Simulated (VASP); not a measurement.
# SnSe2 (P-3m1) in VASP: further runs, part 2 of 2

VASP 6.6.1.

**4. Relaxation of shape and atoms at fixed volume, PBE+D3(BJ) (27.11 Å³/atom)**

This run uses another cell than the first one, of 27.11 Å³/atom.

INCAR reads:

```
SYSTEM = SnSe2
PREC     = Accurate       ! precision mode
ENCUT    = 500            ! plane-wave cutoff, eV
EDIFF    = 1E-7           ! SCF threshold, eV
ISMEAR   = 0              ! smearing method
SIGMA    = 0.02           ! smearing width, eV
LREAL    = .FALSE.        ! projectors in reciprocal space
LASPH    = .TRUE.         ! aspherical terms in the spheres
NELM     = 120            ! most SCF steps
ALGO     = Normal         ! electronic algorithm
ISIF     = 4              ! what is computed and relaxed
LWAVE    = .FALSE.        ! write WAVECAR
LCHARG   = .FALSE.        ! write CHGCAR
GGA      = PE             ! functional
IVDW     = 12             ! dispersion correction
IBRION   = 2              ! ionic algorithm
NSW      = 50             ! ionic steps
EDIFFG   = -0.01          ! ionic threshold
GGA_COMPAT= .FALSE.      
NELMIN   = 4
```

KPOINTS reads:

```
Automatic mesh
0
G
  12 12 6
  0 0 0
```

POSCAR reads:

```
SnSe2
1.0
    3.8892746059      0.0000000000      0.0000000000
   -1.9446373030      3.3682106110      0.0000000000
    0.0000000000      0.0000000000      6.2073987275
Sn Se
1 2
Direct
    0.0000000000      0.0000000000      0.0000000000
    0.3333333333      0.6666666667      0.2591204913
    0.6666666667      0.3333333333      0.7408795087
```

On the command line:

```console
$ cat potpaw_PBE.64/Sn_d/POTCAR potpaw_PBE.64/Se/POTCAR > POTCAR
$ mpirun -np 1 vasp_std > vasp.out
```

Run time: 5.2 min. Hardware: 1 thread of AMD EPYC 9R14 (Zen 4), shared host; peak memory 0.26 GiB.

It converged, with:

- Free energy: -12.8800 eV
- Energy gained by relaxing: 2.6 meV/atom
- Ionic steps: 6
- Pressure after relaxing: -1.2 GPa
- Largest force after relaxing: 0.005 eV/Å
- Band gap on the k mesh: 0.63 eV (least direct gap 1.03 eV)
- Dispersion energy per atom: -0.342 eV

Forces on the atoms (eV/Å):
```
Sn   0.000  0.000  0.000
Se   0.000  0.000  0.005
Se   0.000  0.000 -0.005
```

The path:
```tsv
step	energy change (eV)	largest force (eV/Å)	pressure (GPa)	volume (Å³)
1	0.0000	0.1971	-2.31	81.32
2	-0.0031	0.1193	-2.04	81.32
3	-0.0051	0.0073	-1.63	81.32
4	-0.0051	0.0125	-1.56	81.32
5	-0.0070	0.0093	-1.37	81.32
6	-0.0079	0.0052	-1.16	81.32
```

Final structure:
```yaml
crystal:
  lattice:
    - [3.85983, 0.00000, 0.00000]
    - [-1.92992, 3.34271, 0.00000]
    - [0.00000, 0.00000, 6.30246]
  atoms:
    - { symbol: Sn, position: [0.00000, 0.00000, 0.00000] }
    - { symbol: Se, position: [0.33333, 0.66667, 0.25315] }
    - { symbol: Se, position: [0.66667, 0.33333, 0.74685] }
```

Levels at points of the mesh, in eV from the valence-band top:
```csv
k point,band 11,band 12,band 13,band 14,band 15,band 16
"(0.00, 0.00, 0.00)",-0.26,-0.26,-0.14,0.89,3.07,4.60
"(0.50, 0.00, 0.00)",-2.35,-1.19,-0.25,1.11,3.73,5.25
"(0.00, 0.00, 0.50)",-0.62,-0.11,-0.11,2.32,2.95,4.36
"(0.50, 0.00, 0.50)",-1.93,-0.78,-0.62,0.68,4.14,4.71
```

Caveat: semilocal functionals underestimate gaps, and a narrow one can read as zero; spin-orbit coupling is left out, which moves the levels of the heavy elements.

**5. Relaxation of shape and atoms at fixed volume, PBE+D3(BJ) (28.13 Å³/atom)**

This run uses another cell than the first one, of 28.13 Å³/atom.

INCAR reads:

```
  PREC = Accurate
  ENCUT = 500
  EDIFF = 1E-7
  ISMEAR = 0
  SIGMA = 0.02
  LREAL = False
  LASPH = True
  NELM = 120
  ALGO = Normal
  ISIF = 4
  LWAVE = False
  LCHARG = False
  GGA = PE
  IVDW = 12
  IBRION = 2
  NSW = 50
  EDIFFG = -0.01
  GGA_COMPAT = False
  NELMIN = 4
```

KPOINTS reads:

```
Automatic mesh
0
Gamma
  12 12 6
```

POSCAR reads:

```
SnSe2
1.0
    3.9063281175      0.0000000000      0.0000000000
   -1.9531640588      3.3829793853      0.0000000000
    0.0000000000      0.0000000000      6.3855195581
Sn Se
1 2
Direct
    0.0000000000      0.0000000000      0.0000000000
    0.3333333333      0.6666666667      0.2528740145
    0.6666666667      0.3333333333      0.7471259855
```

Potentials or basis: VASP PAW PBE potentials, release 64 (Sn_d, Se).

On the command line:

```console
$ cat potpaw_PBE.64/Sn_d/POTCAR potpaw_PBE.64/Se/POTCAR > POTCAR
$ mpirun -np 1 vasp_std > vasp.out
```

OUTCAR:

```text
PREC = Accurate
   ENCUT = 500
   EDIFF = 1E-7
   ISMEAR = 0
   LREAL = False
   LASPH = True
   NELM = 120
   ISIF = 4
   GGA = PE
   IVDW = 12
   IBRION = 2
   NSW = 50
   EDIFFG = -0.01
   NELMIN = 4
 IVDW          = 12

 ion  position               nearest neighbor table
   1  0.000  0.000  0.000-   2 2.77   3 2.77   3 2.77   2 2.77   3 2.77   2 2.77
   2  0.333  0.667  0.253-   1 2.77   1 2.77   1 2.77
   3  0.667  0.333  0.747-   1 2.77   1 2.77   1 2.77

  LATTYP: Found a hexagonal cell.
 ALAT       =     3.9063281175
 C/A-ratio  =     1.6346603168

  Lattice vectors:

 A1 = (   3.9063281175,   0.0000000000,   0.0000000000)
 A2 = (  -1.9531640588,   3.3829793853,   0.0000000000)
 A3 = (   0.0000000000,   0.0000000000,   6.3855195581)

Analysis of symmetry for initial positions (statically):
=====================================================================
 Subroutine PRICEL returns:
 Original cell was already a primitive cell.

 Routine SETGRP: Setting up the symmetry group for a
 hexagonal supercell.

 Subroutine GETGRP returns: Found 12 space group operations
 (whereof 12 operations were pure point group operations)
 out of a pool of 24 trial point group operations.

The static configuration has the point symmetry D_3d.

Analysis of symmetry for dynamics (positions and initial velocities):
=====================================================================
 Subroutine PRICEL returns:
 Original cell was already a primitive cell.

 Routine SETGRP: Setting up the symmetry group for a
 hexagonal supercell.

 Subroutine GETGRP returns: Found 12 space group operations
 (whereof 12 operations were pure point group operations)
 out of a pool of 24 trial point group operations.

The dynamic configuration has the point symmetry D_3d.

 Subroutine INISYM returns: Found 12 space group operations
 (whereof 12 operations are pure point group operations),
 and found     1 'primitive' translations

----------------------------------------------------------------------------------------

                                     Primitive cell

  volume of cell :      84.3848

  direct lattice vectors                    reciprocal lattice vectors
     3.906328118  0.000000000  0.000000000     0.255994881  0.147798713  0.000000000
    -1.953164059  3.382979385  0.000000000     0.000000000  0.295597426  0.000000000
     0.000000000  0.000000000  6.385519558     0.000000000  0.000000000  0.156604328

  length of vectors
     3.906328118  3.906328118  6.385519558     0.295597426  0.295597426  0.156604328

  position of ions in fractional coordinates (direct lattice)
     0.000000000  0.000000000  0.000000000
     0.333333333  0.666666667  0.252874015
     0.666666667  0.333333333  0.747125985

  ion indices of the primitive-cell ions
   primitive index   ion index
                 1           1
                 2           2
                 3           3

----------------------------------------------------------------------------------------

 KPOINTS: Automatic mesh

Automatic generation of k-mesh.
 Grid dimensions read from file:
 generate k-points for:   12   12    6

 Generating k-lattice:

  Cartesian coordinates                     Fractional coordinates (reciprocal lattice)
     0.021332907  0.012316559  0.000000000     0.083333333  0.000000000  0.000000000
     0.000000000  0.024633119  0.000000000     0.000000000  0.083333333  0.000000000
     0.000000000  0.000000000  0.026100721     0.000000000  0.000000000  0.166666667

  Length of vectors
     0.024633119  0.024633119  0.026100721

  Shift w.r.t. Gamma in fractional coordinates (k-lattice)
     0.000000000  0.000000000  0.000000000

 Subroutine IBZKPT returns following result:
 ===========================================

 Found    100 irreducible k-points:

 Following reciprocal coordinates:
            Coordinates               Weight
  0.000000  0.000000  0.000000      1.000000
  0.083333  0.000000  0.000000      6.000000
  0.166667 -0.000000  0.000000      6.000000
  0.250000  0.000000  0.000000      6.000000
  0.333333 -0.000000  0.000000      6.000000
  0.416667  0.000000  0.000000      6.000000
[... 16 lines left out ...]
  0.166667 -0.000000  0.166667      6.000000
  0.000000  0.166667  0.166667      6.000000
 [... further k-points ...]
   k-points           NKPTS =    100   k-points in BZ     NKDIM =    100   number of bands    NBANDS=     17
   number of dos      NEDOS =    301   number of ions     NIONS =      3
   total plane-waves  NPLWV =  37632
   dimension x,y,z NGX =    28 NGY =   28 NGZ =   48
   dimension x,y,z NGXF=    56 NGYF=   56 NGZF=   96
   ions per type =               1   2
   NGX,Y,Z   is equivalent  to a cutoff of  11.92, 11.92, 12.50 a.u.
   NGXF,Y,Z  is equivalent  to a cutoff of  23.83, 23.83, 24.99 a.u.
 SYSTEM =  unknown system
   PREC   = accura    normal or accurate (medium, high low for compatibility)
   ISTART =      0    job   : 0-new  1-cont  2-samecut
   ICHARG =      2    charge: 1-file 2-atom 10-const
   ISPIN  =      1    spin polarized calculation?
   LNONCOLLINEAR =      F non collinear calculations
   LSORBIT =      F    spin-orbit coupling
   LASPH  =      T    aspherical Exc in radial PAW
   ENCUT  =  500.0 eV  36.75 Ry    6.06 a.u.   7.12  7.12 11.64*2*pi/ulx,y,z
   NELM   =    120;   NELMIN=  4; NELMDL= -5     # of ELM steps
   EDIFF  = 0.1E-06   stopping-criterion for ELM
   LREAL  =      F    real-space projection
   EDIFFG = -.1E-01   stopping-criterion for IOM
   NSW    =     50    number of steps for IOM
   IBRION =      2    ionic relax: 0-MD 1-quasi-New 2-CG
   NFREE  =      1    steps in history (QN), initial steepest desc. (CG)
   ISIF   =      4    stress and relaxation
   ISYM   =      2    0-nonsym 1-usesym 2-fastsym
   POTIM  = 0.5000    time-step for ionic-motion
   TEBEG  =    0.0;   TEEND  =   0.0 temperature during run
   PSTRESS=    0.0 pullay stress
   NELECT =      26.0000    total number of electrons
   NUPDOWN=      -1.0000    fix difference up-down
   EMIN   =  10.00;   EMAX   =-10.00  energy-range for DOS
   EFERMI =   0.00;   METHOD = LEGACY
   ISMEAR =     0;   SIGMA  =   0.02  broadening in eV -4-tet -1-fermi 0-gaus
   EFERMI_NEDOS =   21; number of points for ismear=-14 and -15
   IALGO  =     38    algorithm
   IMIX   =      4    mixing-type and parameters
     AMIX     =   0.40;   BMIX     =  1.00
     AMIX_MAG =   1.60;   BMIX_MAG =  1.00
  volume/ion in A,a.u.               =      28.13       189.82
  Fermi-wavevector in a.u.,A,eV,Ry     =   1.105718  2.089505 16.634660  1.222613
  Thomas-Fermi vector in A             =   2.242209
   LORBIT       =      0    0 simple, 1 ext, 2 COOP (PROOUT), +10 PAW based schemes
   GGA     = PE    functional components
   LHFCALC =     F    Hartree Fock is set to
   AEXX    =    0.0000 exact exchange contribution
   IVDW    =    12    specifies the selected vdW correction
   LEPSILON=     F    determine dielectric tensor
   LRPA    =     F    only Hartree local field effects (RPA)
 conjugate gradient relaxation of ions
 non-spin polarized calculation
 Gauss-broadening in eV      SIGMA  =   0.02
  energy-cutoff  :      500.00
  volume of cell :       84.38
 maximum number of plane-waves:      2180
   NGX = 15   NGY = 15   NGZ = 23

--------------------------------------- Ionic step        1  -------------------------------------------

 number of electron      26.0000010 magnetization

 Free energy of the ion-electron system (eV)
  ---------------------------------------------------
  ext. energy  EPLUGINS =         0.00000000
  ---------------------------------------------------
  free energy    TOTEN  =       -11.85189413 eV

  energy without entropy =      -11.85189413  energy(sigma->0) =      -11.85189413

------------------------ aborting loop because EDIFF is reached ----------------------------------------

 Edisp (eV)   -0.98764

 E8    (eV) :    -0.4323
[... 237 lines left out ...]
--------------------------------------- Ionic step        7  -------------------------------------------

 number of electron      26.0000013 magnetization

 Free energy of the ion-electron system (eV)
  ---------------------------------------------------
  ext. energy  EPLUGINS =         0.00000000
  ---------------------------------------------------
  free energy    TOTEN  =       -11.86708778 eV

  energy without entropy =      -11.86708778  energy(sigma->0) =      -11.86708778

 E-fermi :   3.3563     XC(G=0):  -9.0247

 val. band max:        3.2350166146   @ k =   0.1667  -0.0000   0.1667
 cond. band min:       3.8937691818   @ k =   0.5000   0.0000   0.3333
 fundamental gap:      0.6587525672
 Fermi energy:         3.3563293598

 k-point     1 :       0.0000    0.0000    0.0000
  band No.  band energies     occupation
      1     -17.9212      2.00000
      2     -17.9212      2.00000
      3     -17.8885      2.00000
      4     -17.8790      2.00000
      5     -17.8790      2.00000
      6     -10.2236      2.00000
[... 457 lines left out ...]
      4     -17.8809      2.00000
      5     -17.8781      2.00000
      6      -9.9485      2.00000
[... 9 lines left out ...]
     16       8.1065      0.00000
     17       8.3590      0.00000

 [... further k-points ...]

------------------------ aborting loop because EDIFF is reached ----------------------------------------

 Edisp (eV)   -0.98738

 E8    (eV) :    -0.4321
[... 26 lines left out ...]
  FREE ENERGIE OF THE ION-ELECTRON SYSTEM (eV)
  ---------------------------------------------------
  free  energy   TOTEN  =       -12.8544718646 eV

  energy  without entropy=      -12.8544718646  energy(sigma->0) =      -12.85447186

 reached required accuracy - stopping structural energy minimisation
```

CONTCAR:

```text
SnSe2
   1.00000000000000
     3.8652612473014365    0.0000000000102357    0.0000000000000000
    -1.9326306236913282    3.3474144324389470   -0.0000000000000001
     0.0000000000000001    0.0000000000000000    6.5219276032565450
  Sn              Se
     1     2
Direct
     1.0000000000000000    0.0000000000000000    0.0000000000000000
     0.3333333332999970    0.6666666667000030    0.2448076371307076
     0.6666666667000030    0.3333333332999970    0.7551923628692924

  0.00000000E+00  0.00000000E+00  0.00000000E+00
  0.00000000E+00  0.00000000E+00  0.00000000E+00
  0.00000000E+00  0.00000000E+00  0.00000000E+00
```

Run time: 12 min. Hardware: 1 thread of Oxide Virtual Turin-like, shared host; peak memory 0.27 GiB.

What came out:

```
Free energy                : -12.8545 eV
Energy gained by relaxing  : 5.0 meV/atom
Ionic steps                : 7
Pressure after relaxing    : -1.5 GPa
Band gap on the k mesh     : 0.66 eV (least direct gap 1.10 eV)
Dispersion energy per atom : -0.329 eV
```

The path:
| step | energy change (eV) | largest force (eV/Å) | pressure (GPa) | volume (Å³) |
| --- | --- | --- | --- | --- |
| 1 | 0.0000 | 0.2688 | -3.08 | 84.38 |
| 2 | -0.0057 | 0.1643 | -2.72 | 84.38 |
| 3 | -0.0093 | 0.0041 | -2.15 | 84.38 |
| 4 | -0.0128 | 0.0075 | -1.91 | 84.38 |
| 5 | -0.0149 | 0.0140 | -1.53 | 84.38 |
| 6 | -0.0149 | 0.0136 | -1.55 | 84.38 |
| 7 | -0.0149 | 0.0002 | -1.50 | 84.38 |

Final structure:
```xyz
3
Lattice="3.8653 0.0000 0.0000 -1.9326 3.3474 0.0000 0.0000 0.0000 6.5219" Properties=species:S:1:pos:R:3 pbc="T T T"
Sn    3.8653    0.0000    0.0000
Se    0.0000    2.2316    1.5966
Se    1.9326    1.1158    4.9253
```

Levels at points of the mesh, in eV from the valence-band top:
| k point | band 11 | band 12 | band 13 | band 14 | band 15 | band 16 |
| --- | --- | --- | --- | --- | --- | --- |
| (0.00, 0.00, 0.00) | -0.28 | -0.20 | -0.20 | 0.96 | 3.08 | 4.59 |
| (0.50, 0.00, 0.00) | -2.27 | -1.02 | -0.26 | 1.03 | 3.78 | 5.37 |
| (0.00, 0.00, 0.50) | -0.56 | -0.10 | -0.10 | 2.19 | 2.97 | 4.43 |
| (0.50, 0.00, 0.50) | -1.97 | -0.71 | -0.51 | 0.67 | 4.18 | 4.76 |

Caveat: semilocal functionals underestimate gaps, and a narrow one can read as zero; spin-orbit coupling is left out, which moves the levels of the heavy elements.

**6. Overview**

```tsv
cell	gap on the mesh (eV)	pressure (GPa)	largest force (eV/Å)
relaxed from a = 3.800, b = 3.800, c = 5.950 Å, angles 90.0, 90.0, 120.0°, 3 atoms, atomic positions A	0.19	1.0	-
relaxed from a = 3.877, b = 3.877, c = 6.071 Å, angles 90.0, 90.0, 120.0°, 3 atoms, atomic positions A	0.48	-0.7	0.01
relaxed from a = 3.889, b = 3.889, c = 6.207 Å, angles 90.0, 90.0, 120.0°, 3 atoms, atomic positions B	0.63	-1.2	0.01
relaxed from a = 3.906, b = 3.906, c = 6.386 Å, angles 90.0, 90.0, 120.0°, 3 atoms, atomic positions C	0.66	-1.5	-
```

Alike in all rows: task relaxation of shape and atoms at fixed volume; level PBE+D3(BJ); potentials or basis VASP PAW PBE potentials, release 64 (Sn_d, Se); no spin polarisation; k mesh 12 × 12 × 6; cutoff (eV) 500; smearing gaussian 0.02 eV.

Caveats: semilocal functionals underestimate gaps, and a narrow one can read as zero; spin-orbit coupling is left out, which moves the levels of the heavy elements.

Total energies depend on the potentials used, so only differences within one code and one set of settings carry meaning.
